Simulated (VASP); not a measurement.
Here is a VASP 6.6.1 calculation.

The input POSCAR:

```
NaH
1.0
    0.0000000000      2.5168502059      2.3698661539
    2.5168502059      0.0000000000      2.3698661539
    2.5168502059      2.5168502059      0.0000000000
Na H
1 1
Direct
    0.0000000000      0.0000000000      0.0000000000
    0.5000000000      0.5000000000      0.5000000000
```

The input INCAR.step1:

```
ALGO     = Normal         # electronic algorithm
EDIFF    = 1E-4           # SCF threshold, eV
ENCUT    = 520            # plane-wave cutoff, eV
GGA      = PE             # functional
ISMEAR   = -1             # smearing method
LASPH    = True           # aspherical terms in the spheres
LCHARG   = False          # write CHGCAR
LREAL    = False          # projectors in reciprocal space
LWAVE    = True           # write WAVECAR
NBANDS   = 11             # bands
NELM     = 60             # most SCF steps
PREC     = Accurate       # precision mode
SIGMA    = 0.2            # smearing width, eV
```

INCAR.step2

```
ALGO     = Normal         # electronic algorithm
EDIFF    = 1E-6           # SCF threshold, eV
ENCUT    = 520            # plane-wave cutoff, eV
ISIF     = 2              # what is computed and relaxed
ISMEAR   = -1             # smearing method
ISTART   = 1            
LASPH    = True           # aspherical terms in the spheres
LCHARG   = False          # write CHGCAR
LMIXTAU  = True         
LREAL    = False          # projectors in reciprocal space
LWAVE    = False          # write WAVECAR
METAGGA  = R2SCAN         # meta-GGA
NBANDS   = 11             # bands
NELM     = 60             # most SCF steps
PREC     = Accurate       # precision mode
SIGMA    = 0.2            # smearing width, eV
```

File KPOINTS:

```
k-points
0
Gamma
  10 10 10
```

Potentials or basis: VASP PAW PBE potentials, release 64 (Na_pv, H).

The run is started by

```console
$ cat potpaw_PBE.64/Na_pv/POTCAR potpaw_PBE.64/H/POTCAR > POTCAR
$ cp INCAR.step1 INCAR
$ mpirun -np 1 vasp_std > vasp.out
$ cp INCAR.step2 INCAR
$ mpirun -np 1 vasp_std > vasp.out
```

Task: What does it give for the band gap on the k mesh?

Result: 4.22 eV, indirect (least direct gap 5.07 eV).

Task: Predict the pressure.

Result: -1.8 GPa.

Stress tensor (GPa, compression positive):
```
-2.33  0.00  0.00
 0.00 -2.33  0.00
 0.00  0.00 -0.70
```

Caveat: the PAW data sets were made with another functional, which shifts forces and pressure a little. A k mesh can miss the band edges.
